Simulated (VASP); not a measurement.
Wanted: the native input for a VASP 6.6.1 run.

- Task: single point
- Functional: PBE
- Potentials or basis: VASP PAW PBE potentials, release 64 (W_sv)
- Cutoff: 520 eV
- k mesh: 20 × 20 × 20
- Occupations: gaussian, width 0.15 eV
- Spin: no spin polarisation
- Dipole correction: no
- Further INCAR settings: ALGO = Normal; EDIFF = 1e-07; NBANDS = 13

The structure of W lies in POSCAR:

```
W
1.0
   -1.6611920000      1.6611920000      1.6611920000
    1.6611920000     -1.6611920000      1.6611920000
    1.6611920000      1.6611920000     -1.6611920000
W
1
Direct
    0.0000000000      0.0000000000      0.0000000000
```

This cell differs from its parent crystal: strain +0.040 along x and y, +0.040 along z.

These files were run (other wordings do the same):

INCAR

```
SYSTEM = W
  PREC = Accurate
  ENCUT = 520
  EDIFF = 1E-7
  ISMEAR = 0
  SIGMA = 0.15
  LREAL = .False.
  LASPH = .True.
  NELM = 100
  ALGO = Normal
  ISIF = 2
  LWAVE = .False.
  LCHARG = .True.
  GGA = PE
  LELF = .True.
  LVHAR = .True.
  NBANDS = 13
```

KPOINTS

```
Automatic mesh
0
Gamma
  20 20 20
  0 0 0
```

Potentials or basis: VASP PAW PBE potentials, release 64 (W_sv).

Launch:

```console
$ cat potpaw_PBE.64/W_sv/POTCAR > POTCAR
$ mpirun -np 1 vasp_std > vasp.out
```

Results of the run:

- Pressure: -29.4 GPa
- Band gap on the k mesh: zero (band 7 reaches 13.63 eV, above the bottom of band 8 at 8.43 eV)

Caveat: the cell differs from its parent crystal (strain +0.040 along x and y, +0.040 along z); spin-orbit coupling is left out, which moves the levels of the heavy elements.

It took 35 s on 1 thread of AMD EPYC 9R45 96-Core Processor (Zen 5), on a shared host, peak memory 0.15 GiB.
